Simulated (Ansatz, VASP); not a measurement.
**Si in VASP and in Ansatz**

```
CELL_PARAMETERS angstrom
-2.28114 2.28114 1.28931
2.28114 -2.28114 1.28931
2.28114 2.28114 -1.28931
ATOMIC_POSITIONS crystal
Si 0.25000 0.75000 0.50000
Si 0.50000 0.50000 0.00000
```

Change from the starting cell: strain -0.050 along x and y, -0.025 along z, atoms carried along.

Alike in both runs: task single point; functional r2SCAN; k mesh 26 × 26 × 26; occupations gaussian, width 0.15 eV; no spin polarisation.

|  | VASP | Ansatz |
| --- | --- | --- |
| version | VASP 6.6.1 | Ansatz 0.2.0 |
| potentials or method | VASP PAW PBE potentials, release 64 (Si), cutoff 520 eV | scalar-relativistic, plane waves, PAW |
| valence electrons in the cell | 8 | 8 |

|  | VASP | Ansatz | Ansatz less VASP |
| --- | --- | --- | --- |
| gap on the k mesh at the Fermi level (eV) | none | none | - |
| pressure (GPa) | 19.3 | 19.4 | +0.15 |
| traceless stress, the component that is largest in VASP (GPa) | -4.58 | -4.72 | -0.142 |

VASP's potentials were made for PBE, not for r2SCAN. A gap of «none» marks a metal or a gap that the smearing closes.
